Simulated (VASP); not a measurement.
Here is a VASP 6.6.1 calculation.

Contents of INCAR:

```
ALGO = Normal
EDIFF = 1E-6
ENCUT = 520
GGA = PE
ISIF = 2
ISMEAR = 0
LASPH = T
LCHARG = F
LREAL = F
LWAVE = F
NBANDS = 20
NELM = 100
PREC = Accurate
SIGMA = 0.1
```

KPOINTS

```
k-points
0
Gamma
  6 6 6
```

POSCAR

```
TaBi
1.0
    0.0000000000      2.7359560166      2.7359560166
    2.7359560166      0.0000000000      2.7359560166
    2.7359560166      2.7359560166      0.0000000000
Ta Bi
1 1
Direct
    0.5000000000      0.5000000000      0.5000000000
    0.0000000000      0.0000000000      0.0000000000
```

Potentials or basis: VASP PAW PBE potentials, release 64 (Ta_pv, Bi_d).

The run is started by

```sh
$ cat potpaw_PBE.64/Ta_pv/POTCAR potpaw_PBE.64/Bi_d/POTCAR > POTCAR
$ mpirun -np 1 vasp_std > vasp.out
```

Estimate the pressure.

28.4 GPa.

Estimate the band gap on the k mesh.

zero (band 13 reaches 10.29 eV, above the bottom of band 14 at 9.17 eV).

Caveat: spin-orbit coupling is left out, which moves the levels of the heavy elements.
